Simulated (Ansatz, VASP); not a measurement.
# One calculation of Li3SI, two programs

INCAR

```
SYSTEM = Li3SI
  PREC = Accurate
  ENCUT = 520
  EDIFF = 1E-6
  ISMEAR = 0
  SIGMA = 0.01
  LREAL = .False.
  LASPH = .True.
  NELM = 60
  ALGO = Normal
  ISIF = 2
  LWAVE = .False.
  LCHARG = .True.
  GGA = PE
  LELF = .True.
  LVHAR = .True.
  NBANDS = 19
```

The input KPOINTS:

```
Automatic mesh
0
Gamma
  6 6 6
  0 0 0
```

POSCAR

```
Li3SI
1.0
    4.7343653658      0.0000000000      0.0000000000
    0.0000000000      4.7343653658      0.0000000000
    0.0000000000      0.0000000000      4.7343653658
I S Li
1 1 3
Direct
    0.0000000000      0.0000000000      0.0000000000
    0.5000000000      0.5000000000      0.5000000000
    0.5000000000      0.5000000000      0.0000000000
    0.5000000000      0.0000000000      0.5000000000
    0.0000000000      0.5000000000      0.5000000000
```

Input for Ansatz:

```yaml
crystal:
  lattice:
    - [4.7343653658, 0.0, 0.0]
    - [0.0, 4.7343653658, 0.0]
    - [0.0, 0.0, 4.7343653658]
  atoms:
    - { symbol: I, position: [0.0, 0.0, 0.0] }
    - { symbol: S, position: [0.5, 0.5, 0.5] }
    - { symbol: Li, position: [0.5, 0.5, 0.0] }
    - { symbol: Li, position: [0.5, 0.0, 0.5] }
    - { symbol: Li, position: [0.0, 0.5, 0.5] }
kpoints:
  mp_grid: { grid: [6, 6, 6] }
  band_path:
    path:
      - [0.0, 0.0, 0.0]
      - [0.0, 0.5, 0.0]
      - [0.5, 0.5, 0.0]
      - [0.5, 0.5, 0.5]
      - [0.0, 0.5, 0.5]
    npoints: 1
hamiltonian:
  xc: pbe
scf:
  occupations: { method: fixed }
  n_extra_bands: 5
output:
  forces: true
  stress: true
  eigenvalues: true
```

Alike in both runs: task single point; functional PBE; k mesh 6 × 6 × 6; no spin polarisation.

|  | VASP | Ansatz |
| --- | --- | --- |
| version | VASP 6.6.1 | Ansatz 0.2.0 |
| potentials or method | VASP PAW PBE potentials, release 64 (I, S, Li_sv) | plane waves, PAW |
| plane-wave cutoff (eV) | 520 | 420 |
| occupations | gaussian, width 0.01 eV | fixed |
| valence electrons in the cell | 22 | 32 |

|  | VASP | Ansatz | Ansatz less VASP |
| --- | --- | --- | --- |
| gap on the k mesh at the Fermi level (eV) | 3.51 | 3.51 | +0.006 |

VASP's potentials hold 22 valence electrons a cell and Ansatz's 32, so a difference there can come from the potentials and not from the codes.

Spin-orbit coupling is off throughout. Noted on VASP's run: the cutoff is short for stress, so the pressure is rough.
